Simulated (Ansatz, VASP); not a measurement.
## K2NiO2 in VASP and in Ansatz

The input INCAR:

```
PREC     = Accurate       # precision mode
ENCUT    = 520            # plane-wave cutoff, eV
EDIFF    = 1E-6           # SCF threshold, eV
ISMEAR   = 0              # smearing method
SIGMA    = 0.05           # smearing width, eV
LREAL    = False          # projectors in reciprocal space
LASPH    = True           # aspherical terms in the spheres
NELM     = 150            # most SCF steps
ALGO     = Normal         # electronic algorithm
ISIF     = 2              # what is computed and relaxed
LWAVE    = False          # write WAVECAR
LCHARG   = False          # write CHGCAR
ISPIN    = 2              # spin polarisation
MAGMOM   = 0 0 -1.38 -0.29 -0.29 # initial moments
LORBIT   = 11             # projections on sites
LMAXMIX  = 4              # l up to which the mixer works
LDAU     = True           # DFT+U
LDAUTYPE = 2            
LDAUL    = -1 2 -1        # shell
LDAUU    = 0 4 0          # U, eV
LDAUJ    = 0 0 0        
LDAUPRINT= 1            
NBANDS   = 32             # bands
```

The input KPOINTS:

```
Automatic mesh
0
Gamma
  7 7 7
```

Contents of POSCAR:

```
K2NiO2
1.0
   -1.9763999300      1.9763999300      6.4191997600
    1.9763999300     -1.9763999300      6.4191997600
    1.9763999300      1.9763999300     -6.4191997600
K Ni O
2 1 2
Direct
    0.6574000000      0.6574000000      0.0000000000
    0.3426000000      0.3426000000      0.0000000000
    0.0000000000      0.0000000000      0.0000000000
    0.8686000000      0.8686000000      0.0000000000
    0.1314000000      0.1314000000      0.0000000000
```

Input for Ansatz:

```yaml
crystal:
  lattice:
    - [-1.97639993, 1.97639993, 6.41919976]
    - [1.97639993, -1.97639993, 6.41919976]
    - [1.97639993, 1.97639993, -6.41919976]
  atoms:
    - { symbol: K, position: [0.6574, 0.6574, 0.0] }
    - { symbol: K, position: [0.3426, 0.3426, 0.0] }
    - { symbol: Ni, position: [0.0, 0.0, 0.0], spin: 0.3 }
    - { symbol: O, position: [0.8686, 0.8686, 0.0] }
    - { symbol: O, position: [0.1314, 0.1314, 0.0] }
basis:
  ecutwfc: 420
  ecutrho_ratio: 4
kpoints:
  mp_grid: { grid: [7, 7, 7] }
hamiltonian:
  xc: lda
  hubbard:
    sites:
      - { site: 2, l: d, u_eff: 4.0, starting_ns: [{ spin: up, occupation_matrix: s2up }, { spin: down, occupation_matrix: s2down }] }
    occupation_matrices:
      s2up:
        matrix:
          - [0.97, 0.0, 0.0, 0.0, 0.0]
          - [0.0, 0.02, 0.0, 0.0, 0.0]
          - [0.0, 0.0, 0.97, 0.0, 0.0]
          - [0.0, 0.0, 0.0, 0.97, 0.0]
          - [0.0, 0.0, 0.0, 0.0, 0.97]
      s2down:
        matrix:
          - [0.02, 0.0, 0.0, 0.0, 0.0]
          - [0.0, 0.97, 0.0, 0.0, 0.0]
          - [0.0, 0.0, 0.97, 0.0, 0.0]
          - [0.0, 0.0, 0.0, 0.97, 0.0]
          - [0.0, 0.0, 0.0, 0.0, 0.97]
    ns_hold: { iters: 5 }
scf:
  occupations: { method: gaussian, width: 0.05 }
  lower_state_search: "off"
  max_iter: 150
output:
  forces: true
  stress: true
  eigenvalues: true
  populations: true
  hubbard: { sites: [{ site: 2, l: d }] }
magnetization:
  spin_polarized: true
```

Alike in both runs: task single point; functional LDA; k mesh 7 × 7 × 7; occupations gaussian, width 0.05 eV; collinear spin; Hubbard terms Ni d U = 4.0 eV.

|  | VASP | Ansatz |
| --- | --- | --- |
| version | VASP 6.6.1 | Ansatz 0.2.0 |
| potentials or method | VASP PAW LDA potentials, release 64 (K_sv, Ni, O), cutoff 520 eV | scalar-relativistic, plane waves, PAW |
| valence electrons in the cell | 40 | 48 |

|  | VASP | Ansatz | Ansatz less VASP |
| --- | --- | --- | --- |
| gap on the k mesh at the Fermi level (eV) | 1.69 | 1.59 | -0.097 |
| least direct gap on the mesh (eV) | 1.80 | 1.71 | -0.092 |
| pressure (GPa) | -4.3 | -3.2 | +1.16 |
| traceless stress, the component that is largest in VASP (GPa) | -2.48 | 0.02 | +2.498 |
| rms of the force components (eV/Å) | 0.234 | 0.042 | -0.1921 |
| net moment per atom (μB) | 0.40 | 0.40 | 0.000 |
| size of the moment on the site where the two differ most (μB) | 1.36 | 1.26 | -0.102 |

LDA's correlation is that of Perdew and Zunger in VASP and of Perdew and Wang (1992) in Ansatz. Site moments also hang on the region over which each program counts them. The programs project onto different local orbitals, so the same U acts differently, and such runs can settle in different states. Atom by atom the forces differ by 0.269 eV/Å (rms over components). VASP's potentials hold 40 valence electrons a cell and Ansatz's 48, so a difference there can come from the potentials and not from the codes. Ansatz's warnings: specified occupation not kept, symmetry narrowed by occupation matrices.
